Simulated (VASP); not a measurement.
Wanted: the native input for a VASP 6.6.1 run.

| Property | Result |
| --- | --- |
| Task | single point |
| Functional | PBE |
| Potentials or basis | VASP PAW PBE potentials, release 64 (Rb_sv, Br) |
| Cutoff | 520 eV |
| k mesh | 6 × 6 × 6 |
| Occupations | gaussian, width 0.05 eV |
| Spin | no spin polarisation |
| Dipole correction | no |
| Further INCAR settings | ALGO = Normal; EDIFF = 1e-06; NBANDS = 15 |

The structure of RbBr lies in POSCAR:

```
RbBr
1.0
    4.1260773000      0.0000000000      0.0000000000
    0.0000000000      4.1260773000      0.0000000000
    0.0000000000      0.0000000000      4.1260773000
Rb Br
1 1
Direct
    0.0000000000      0.0454426775      0.0000000000
    0.5000000000      0.5000000000      0.5000000000
```

This cell differs from its parent crystal: all Rb atoms moved +0.188 Å, as atom 1 along Cartesian [0 1 0].

One way to write it, as run:

INCAR

```
PREC     = Accurate       # precision mode
ENCUT    = 520            # plane-wave cutoff, eV
EDIFF    = 1E-6           # SCF threshold, eV
ISMEAR   = 0              # smearing method
SIGMA    = 0.05           # smearing width, eV
LREAL    = F              # projectors in reciprocal space
LASPH    = T              # aspherical terms in the spheres
NELM     = 60             # most SCF steps
ALGO     = Normal         # electronic algorithm
ISIF     = 2              # what is computed and relaxed
LWAVE    = F              # write WAVECAR
LCHARG   = F              # write CHGCAR
GGA      = PE             # functional
NBANDS   = 15             # bands
```

KPOINTS

```
regular mesh
0
Gamma
  6 6 6
```

Potentials or basis: VASP PAW PBE potentials, release 64 (Rb_sv, Br).

Launch:

```console
$ cat potpaw_PBE.64/Rb_sv/POTCAR potpaw_PBE.64/Br/POTCAR > POTCAR
$ mpirun -np 1 vasp_std > vasp.out
```

It gave:

```json
{"Pressure": "1.0 GPa", "Largest force": "0.156 eV/Å", "Band gap on the k mesh": "4.09 eV, indirect (least direct gap 4.24 eV)"}
```

Caveat: the cell differs from its parent crystal (all Rb atoms moved +0.188 Å, as atom 1 along Cartesian [0 1 0]).

It took 24 s on 1 thread of Intel(R) Xeon(R) Platinum 8488C (Sapphire Rapids), with other jobs on the host, peak memory 0.19 GiB.
